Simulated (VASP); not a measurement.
# CaO (Pm-3m) in VASP: further runs

The runs below take CaO through single point, with PBE.

Everything below comes from runs of VASP 6.6.1. Logs are shortened: lines on timing, memory, paths and dates and some standing lists are left out, and cuts for length are marked.

## (1) The cell of the first run

It takes space group Pm-3m (No. 221, cubic). The conventional cell has a = 2.874 Å, b = 2.874 Å, c = 2.874 Å, α = 90.00°, β = 90.00°, γ = 90.00°. Within 3.3 Å of Ca (site symmetry m-3m) lie 8 O at 2.49 Å and 6 Ca at 2.87 Å. Within 3.3 Å of O (site symmetry m-3m) lie 8 Ca at 2.49 Å and 6 O at 2.87 Å.

## (2) Single point, PBE (volume changed by -6%)

INCAR reads:

```
PREC     = Accurate       # precision mode
ENCUT    = 520            # plane-wave cutoff, eV
EDIFF    = 1E-7           # SCF threshold, eV
ISMEAR   = 0              # smearing method
SIGMA    = 0.01           # smearing width, eV
LREAL    = F              # projectors in reciprocal space
LASPH    = T              # aspherical terms in the spheres
NELM     = 80             # most SCF steps
ALGO     = Normal         # electronic algorithm
ISIF     = 2              # what is computed and relaxed
LWAVE    = F              # write WAVECAR
LCHARG   = T              # write CHGCAR
GGA      = PE             # functional
LELF     = T              # ELF
LVHAR    = T            
NBANDS   = 15             # bands
```

KPOINTS reads:

```
regular mesh
0
Gamma
  8 8 8
```

POSCAR reads:

```
CaO
1.0
    2.8739658822      0.0000000000      0.0000000000
    0.0000000000      2.8739658822      0.0000000000
    0.0000000000      0.0000000000      2.8739658822
Ca O
1 1
Direct
    0.0000000000      0.0000000000      0.0000000000
    0.5000000000      0.5000000000      0.5000000000
```

Potentials or basis: VASP PAW PBE potentials, release 64 (Ca_sv, O).

The run is started by

```bash
cat potpaw_PBE.64/Ca_sv/POTCAR potpaw_PBE.64/O/POTCAR > POTCAR
mpirun -np 1 vasp_std > vasp.out
```

OUTCAR:

```text
PREC = Accurate
   ENCUT = 520
   EDIFF = 1E-7
   ISMEAR = 0
   LREAL = F
   LASPH = T
   NELM = 80
   ISIF = 2
   GGA = PE

 ion  position               nearest neighbor table
   1  0.000  0.000  0.000-   2 2.49   2 2.49   2 2.49   2 2.49   2 2.49   2 2.49   2 2.49   2 2.49

   2  0.500  0.500  0.500-   1 2.49   1 2.49   1 2.49   1 2.49   1 2.49   1 2.49   1 2.49   1 2.49

  LATTYP: Found a simple cubic cell.
 ALAT       =     2.8739658822

  Lattice vectors:

 A1 = (   2.8739658822,   0.0000000000,   0.0000000000)
 A2 = (   0.0000000000,   2.8739658822,   0.0000000000)
 A3 = (   0.0000000000,   0.0000000000,   2.8739658822)

Analysis of symmetry for initial positions (statically):
=====================================================================
 Subroutine PRICEL returns:
 Original cell was already a primitive cell.

 Routine SETGRP: Setting up the symmetry group for a
 simple cubic supercell.

 Subroutine GETGRP returns: Found 48 space group operations
 (whereof 48 operations were pure point group operations)
 out of a pool of 48 trial point group operations.

The static configuration has the point symmetry O_h .

Analysis of symmetry for dynamics (positions and initial velocities):
=====================================================================
 Subroutine PRICEL returns:
 Original cell was already a primitive cell.

 Routine SETGRP: Setting up the symmetry group for a
 simple cubic supercell.

 Subroutine GETGRP returns: Found 48 space group operations
 (whereof 48 operations were pure point group operations)
 out of a pool of 48 trial point group operations.

The dynamic configuration has the point symmetry O_h .

 Subroutine INISYM returns: Found 48 space group operations
 (whereof 48 operations are pure point group operations),
 and found     1 'primitive' translations

----------------------------------------------------------------------------------------

                                     Primitive cell

  volume of cell :      23.7380

  direct lattice vectors                    reciprocal lattice vectors
     2.873965882  0.000000000  0.000000000     0.347951243  0.000000000  0.000000000
     0.000000000  2.873965882  0.000000000     0.000000000  0.347951243  0.000000000
     0.000000000  0.000000000  2.873965882     0.000000000  0.000000000  0.347951243

  length of vectors
     2.873965882  2.873965882  2.873965882     0.347951243  0.347951243  0.347951243

  position of ions in fractional coordinates (direct lattice)
     0.000000000  0.000000000  0.000000000
     0.500000000  0.500000000  0.500000000

  ion indices of the primitive-cell ions
   primitive index   ion index
                 1           1
                 2           2

----------------------------------------------------------------------------------------

 KPOINTS: regular mesh

Automatic generation of k-mesh.
 Grid dimensions read from file:
 generate k-points for:    8    8    8

 Generating k-lattice:

  Cartesian coordinates                     Fractional coordinates (reciprocal lattice)
     0.043493905  0.000000000  0.000000000     0.125000000  0.000000000  0.000000000
     0.000000000  0.043493905  0.000000000     0.000000000  0.125000000  0.000000000
     0.000000000  0.000000000  0.043493905     0.000000000  0.000000000  0.125000000

  Length of vectors
     0.043493905  0.043493905  0.043493905

  Shift w.r.t. Gamma in fractional coordinates (k-lattice)
     0.000000000  0.000000000  0.000000000

 Subroutine IBZKPT returns following result:
 ===========================================

 Found     35 irreducible k-points:

 Following reciprocal coordinates:
            Coordinates               Weight
  0.000000  0.000000  0.000000      1.000000
  0.125000  0.000000  0.000000      6.000000
  0.250000  0.000000  0.000000      6.000000
  0.375000  0.000000  0.000000      6.000000
  0.500000  0.000000  0.000000      3.000000
  0.125000  0.125000  0.000000     12.000000
[... 16 lines left out ...]
  0.375000  0.375000  0.125000     24.000000
  0.500000  0.375000  0.125000     24.000000
 [... further k-points ...]
   k-points           NKPTS =     35   k-points in BZ     NKDIM =     35   number of bands    NBANDS=     15
   number of dos      NEDOS =    301   number of ions     NIONS =      2
   total plane-waves  NPLWV =  13824
   dimension x,y,z NGX =    24 NGY =   24 NGZ =   24
   dimension x,y,z NGXF=    48 NGYF=   48 NGZF=   48
   ions per type =               1   1
   NGX,Y,Z   is equivalent  to a cutoff of  13.88, 13.88, 13.88 a.u.
   NGXF,Y,Z  is equivalent  to a cutoff of  27.77, 27.77, 27.77 a.u.
 SYSTEM =  unknown system
   PREC   = accura    normal or accurate (medium, high low for compatibility)
   ISTART =      0    job   : 0-new  1-cont  2-samecut
   ICHARG =      2    charge: 1-file 2-atom 10-const
   ISPIN  =      1    spin polarized calculation?
   LNONCOLLINEAR =      F non collinear calculations
   LSORBIT =      F    spin-orbit coupling
   LASPH  =      T    aspherical Exc in radial PAW
   ENCUT  =  520.0 eV  38.22 Ry    6.18 a.u.   5.34  5.34  5.34*2*pi/ulx,y,z
   NELM   =     80;   NELMIN=  2; NELMDL= -5     # of ELM steps
   EDIFF  = 0.1E-06   stopping-criterion for ELM
   LREAL  =      F    real-space projection
   EDIFFG = 0.1E-05   stopping-criterion for IOM
   NSW    =      0    number of steps for IOM
   IBRION =     -1    ionic relax: 0-MD 1-quasi-New 2-CG
   NFREE  =      0    steps in history (QN), initial steepest desc. (CG)
   ISIF   =      2    stress and relaxation
   ISYM   =      2    0-nonsym 1-usesym 2-fastsym
   POTIM  = 0.5000    time-step for ionic-motion
   TEBEG  =    0.0;   TEEND  =   0.0 temperature during run
   PSTRESS=    0.0 pullay stress
   NELECT =      16.0000    total number of electrons
   NUPDOWN=      -1.0000    fix difference up-down
   EMIN   =  10.00;   EMAX   =-10.00  energy-range for DOS
   EFERMI =   0.00;   METHOD = LEGACY
   ISMEAR =     0;   SIGMA  =   0.01  broadening in eV -4-tet -1-fermi 0-gaus
   EFERMI_NEDOS =   21; number of points for ismear=-14 and -15
   IALGO  =     38    algorithm
   IMIX   =      4    mixing-type and parameters
     AMIX     =   0.40;   BMIX     =  1.00
     AMIX_MAG =   1.60;   BMIX_MAG =  1.00
  volume/ion in A,a.u.               =      11.87        80.10
  Fermi-wavevector in a.u.,A,eV,Ry     =   1.435379  2.712473 28.032254  2.060313
  Thomas-Fermi vector in A             =   2.554684
   LORBIT       =      0    0 simple, 1 ext, 2 COOP (PROOUT), +10 PAW based schemes
   GGA     = PE    functional components
   LHFCALC =     F    Hartree Fock is set to
   AEXX    =    0.0000 exact exchange contribution
   IVDW    =     0    specifies the selected vdW correction
   LEPSILON=     F    determine dielectric tensor
   LRPA    =     F    only Hartree local field effects (RPA)
 non-spin polarized calculation
 Gauss-broadening in eV      SIGMA  =   0.01
  energy-cutoff  :      520.00
  volume of cell :       23.74
 maximum number of plane-waves:       657
 NGX is ok and might be reduce to    24
   NGX = 11   NGY = 11   NGZ = 11

 number of electron      16.0000002 magnetization

 Free energy of the ion-electron system (eV)
  ---------------------------------------------------
  ext. energy  EPLUGINS =         0.00000000
  ---------------------------------------------------
  free energy    TOTEN  =       -11.78369289 eV

  energy without entropy =      -11.78369289  energy(sigma->0) =      -11.78369289

 E-fermi :   4.5509     XC(G=0): -11.4225

 val. band max:        4.4007355153   @ k =   0.5000   0.5000   0.0000
 cond. band min:       7.1453481970   @ k =   0.0000   0.0000   0.0000
 fundamental gap:      2.7446126818
 Fermi energy:         4.5508782323

 k-point     1 :       0.0000    0.0000    0.0000
  band No.  band energies     occupation
      1     -34.8237      2.00000
      2     -15.2150      2.00000
      3     -15.2150      2.00000
      4     -15.2150      2.00000
      5     -12.1428      2.00000
      6       4.1013      2.00000
      7       4.1013      2.00000
      8       4.1013      2.00000
      9       7.1453      0.00000
     10       7.1453      0.00000
     11       9.9872      0.00000
     12      13.0221      0.00000
     13      13.0221      0.00000
     14      13.0221      0.00000
     15      23.9809      0.00000

 k-point     2 :       0.1250    0.0000    0.0000
  band No.  band energies     occupation
      1     -34.7963      2.00000
      2     -15.5214      2.00000
      3     -15.1948      2.00000
      4     -15.1948      2.00000
      5     -11.9009      2.00000
      6       3.3311      2.00000
      7       4.0254      2.00000
      8       4.0254      2.00000
      9       7.2759      0.00000
     10       7.8689      0.00000
     11      10.6350      0.00000
     12      12.9550      0.00000
     13      12.9550      0.00000
     14      13.0657      0.00000
     15      23.0240      0.00000

 k-point     3 :       0.2500    0.0000    0.0000
  band No.  band energies     occupation
      1     -34.7291      2.00000
      2     -16.1433      2.00000
      3     -15.1454      2.00000
      4     -15.1454      2.00000
      5     -11.4114      2.00000
      6       1.9796      2.00000
      7       3.8372      2.00000
      8       3.8372      2.00000
      9       7.6166      0.00000
     10       9.4593      0.00000
     11      12.0414      0.00000
     12      12.8324      0.00000
     13      12.8324      0.00000
     14      13.1732      0.00000
     15      21.1936      0.00000

 k-point     4 :       0.3750    0.0000    0.0000
  band No.  band energies     occupation
      1     -34.6607      2.00000
      2     -16.6712      2.00000
      3     -15.0954      2.00000
      4     -15.0954      2.00000
      5     -10.9829      2.00000
      6       0.9067      2.00000
      7       3.6428      2.00000
      8       3.6428      2.00000
      9       8.0027      0.00000
     10      11.1013      0.00000
     11      12.7590      0.00000
     12      12.7590      0.00000
     13      13.2838      0.00000
     14      13.6857      0.00000
     15      19.6798      0.00000
[... 307 lines left out ...]
 k-point    22 :       0.5000    0.2500    0.1250
  band No.  band energies     occupation
      1     -34.5233      2.00000
      2     -16.5230      2.00000
      3     -15.6629      2.00000
      4     -15.1921      2.00000
      5     -11.0967      2.00000
      6       1.4015      2.00000
      7       2.5685      2.00000
      8       3.7148      2.00000
      9       9.2083      0.00000
     10      10.4421      0.00000
     11      11.5923      0.00000
     12      12.2096      0.00000
     13      12.6683      0.00000
     14      17.4589      0.00000
     15      18.3775      0.00000

 k-point    23 :       0.3750    0.3750    0.1250
  band No.  band energies     occupation
      1     -34.4885      2.00000
      2     -16.2134      2.00000
      3     -16.0778      2.00000
      4     -15.1672      2.00000
      5     -11.2213      2.00000
      6       1.8797      2.00000
      7       2.2162      2.00000
      8       3.6358      2.00000
      9       9.2069      0.00000
     10      10.2055      0.00000
     11      11.4292      0.00000
     12      11.9209      0.00000
     13      13.0484      0.00000
     14      16.7625      0.00000
     15      20.4243      0.00000

 k-point    24 :       0.5000    0.3750    0.1250
  band No.  band energies     occupation
      1     -34.4627      2.00000
      2     -16.3120      2.00000
      3     -16.0596      2.00000
      4     -15.1459      2.00000
      5     -11.2724      2.00000
      6       1.8457      2.00000
      7       2.1690      2.00000
      8       3.6793      2.00000
      9       9.1168      0.00000
     10      10.0366      0.00000
     11      11.4265      0.00000
     12      11.6069      0.00000
     13      13.6838      0.00000
     14      18.4247      0.00000
     15      18.5886      0.00000

 [... further k-points ...]

------------------------ aborting loop because EDIFF is reached ----------------------------------------

  FORCE on cell =-STRESS in cart. coord.  units (eV):
  Direction    XX          YY          ZZ          XY          YZ          ZX
  --------------------------------------------------------------------------------------
  -------------------------------------------------------------------------------------
  Total        1.2399335      1.2399335      1.2399335      0.0000000      0.0000000      0.0000000
  in kB       83.6881868     83.6881868     83.6881868      0.0000000      0.0000000      0.0000000
  external PRESSURE =      83.6881868 kB  Pullay stress =       0.0000000 kB

 VOLUME and BASIS-vectors are now :
 -----------------------------------------------------------------------------
  energy-cutoff  :      520.00
  volume of cell :       23.74
      direct lattice vectors                 reciprocal lattice vectors
     2.873965882  0.000000000  0.000000000     0.347951243  0.000000000  0.000000000
     0.000000000  2.873965882  0.000000000     0.000000000  0.347951243  0.000000000
     0.000000000  0.000000000  2.873965882     0.000000000  0.000000000  0.347951243

 POSITION                                       TOTAL-FORCE (eV/Angst)
 -----------------------------------------------------------------------------------
      0.00000      0.00000      0.00000         0.000000      0.000000      0.000000
      1.43698      1.43698      1.43698         0.000000      0.000000      0.000000
 -----------------------------------------------------------------------------------
    total drift:                                0.000000      0.000000     -0.000000

  FREE ENERGIE OF THE ION-ELECTRON SYSTEM (eV)
  ---------------------------------------------------
  free  energy   TOTEN  =       -11.7836928911 eV

  energy  without entropy=      -11.7836928911  energy(sigma->0) =      -11.78369289
```

Wall time 9.8 s (1 thread of Intel Xeon 6975P-C, shared host); peak memory 0.14 GiB.

What came out:

```yaml
Free_energy: -11.7837 eV
Pressure: 8.4 GPa
Band_gap_on_the_k_mesh: 2.74 eV, indirect (least direct gap 3.04 eV)
```

Levels at points of the mesh, in eV from the valence-band top:
| k point | band 6 | band 7 | band 8 | band 9 | band 10 | band 11 |
| --- | --- | --- | --- | --- | --- | --- |
| (0.00, 0.00, 0.00) | -0.30 | -0.30 | -0.30 | 2.74 | 2.74 | 5.59 |
| (0.50, 0.00, 0.00) | -3.90 | -0.84 | -0.84 | 3.78 | 7.37 | 8.34 |
| (0.50, 0.50, 0.00) | -2.14 | -2.14 | 0.00 | 3.96 | 4.85 | 6.69 |
| (0.50, 0.50, 0.50) | -3.57 | -3.57 | -3.57 | 8.16 | 8.16 | 8.16 |

 A k mesh can miss the band edges.

[end of part 1 of 2]
